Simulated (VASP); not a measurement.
Write the native input for VASP 6.6.1 that does the following.

* Task: single point
* Functional: PBEsol
* Dispersion: D4
* Potentials or basis: VASP PAW PBE potentials, release 64 (V_sv)
* Cutoff: 520 eV
* k mesh: 12 × 12 × 12
* Occupations: fermi-dirac, width 0.05 eV
* Spin: collinear spin, ferromagnetic start
* Starting moments: [2.0] μB
* Dipole correction: no
* Further INCAR settings: ALGO = Normal; EDIFF = 1e-06; NBANDS = 16

The structure of V lies in POSCAR:

```
V
1.0
   -1.5342779432      1.5342779432      1.5342779432
    1.5342779432     -1.5342779432      1.5342779432
    1.5342779432      1.5342779432     -1.5342779432
V
1
Direct
    0.0000000000      0.0000000000      0.0000000000
```

These files were run (other wordings do the same):

INCAR

```
SYSTEM = V
  PREC = Accurate
  ENCUT = 520
  EDIFF = 1E-6
  ISMEAR = -1
  SIGMA = 0.05
  LREAL = .FALSE.
  LASPH = .TRUE.
  NELM = 150
  ALGO = Normal
  ISIF = 2
  LWAVE = .FALSE.
  LCHARG = .FALSE.
  ISPIN = 2
  MAGMOM = 2
  LORBIT = 11
  LMAXMIX = 4
  GGA = PS
  IVDW = 13
  NBANDS = 16
```

KPOINTS

```
Automatic mesh
0
G
  12 12 12
  0 0 0
```

Potentials or basis: VASP PAW PBE potentials, release 64 (V_sv).

Command:

```sh
$ cat potpaw_PBE.64/V_sv/POTCAR > POTCAR
$ mpirun -np 1 vasp_std > vasp.out
```

It gave:

```
Pressure                                              : -19.1 GPa
Net moment                                            : 0.00 μB per cell
Valence electrons inside the program's atomic spheres : V 11.54
Dispersion energy per atom                            : -0.178 eV
```

Caveat: the PAW data sets were made with another functional, which shifts forces and pressure a little; pairwise dispersion overbinds metals, which lowers pressure and volume.

Wall time 18 s on 1 thread of Intel(R) Xeon(R) 6975P-C (Granite Rapids), with other jobs on the host, peak memory 0.15 GiB.
